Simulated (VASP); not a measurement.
Runs of VASP 6.6.1 on MgO. The structure is cubic, space group Fm-3m (No. 225). The conventional cell has a = 4.204 Å, b = 4.204 Å, c = 4.204 Å, α = 90.00°, β = 90.00°, γ = 90.00°. Mg (site symmetry m-3m) has 6 O at 2.10 Å within 2.8 Å. Within 2.8 Å of O (site symmetry m-3m) lie 6 Mg at 2.10 Å. 

| level | k mesh | cutoff (eV) | grid for exact exchange (PRECFOCK) | share of exact exchange | screening parameter | gap on the mesh (eV) | pressure (GPa) |
| --- | --- | --- | --- | --- | --- | --- | --- |
| PBEsol | 5 × 5 × 5 | 600 | - | - | - | 4.69 | 0.4 |
| PBEsol+D4 | 8 × 8 × 8 | 600 | - | - | - | 4.69 | (a) |
| HSE06 | 4 × 4 × 4 | 520 | Normal | 0.25 | 0.2079 1/Å | 6.51 | -0.6 |
| PBE-based screened hybrid with 5 % exact exchange | 6 × 6 × 6 | 520 | Normal | 0.05 | 0.2078 1/Å | 5.12 | (b) |
| PBE-based screened hybrid with 30 % exact exchange | 6 × 6 × 6 | 520 | Normal | 0.3 | 0.2078 1/Å | 6.85 | -1.7 |

Alike in all rows: task single point; potentials or basis VASP PAW PBE potentials, release 64 (Mg, O); no spin polarisation; cell as given; smearing gaussian 0.01 eV.

Q: Estimate the missing entries.

A: (a) -1.4; (b) 3.8.

Caveats: some runs use coarse meshes; the PAW data sets were made with another functional, which shifts forces and pressure a little.

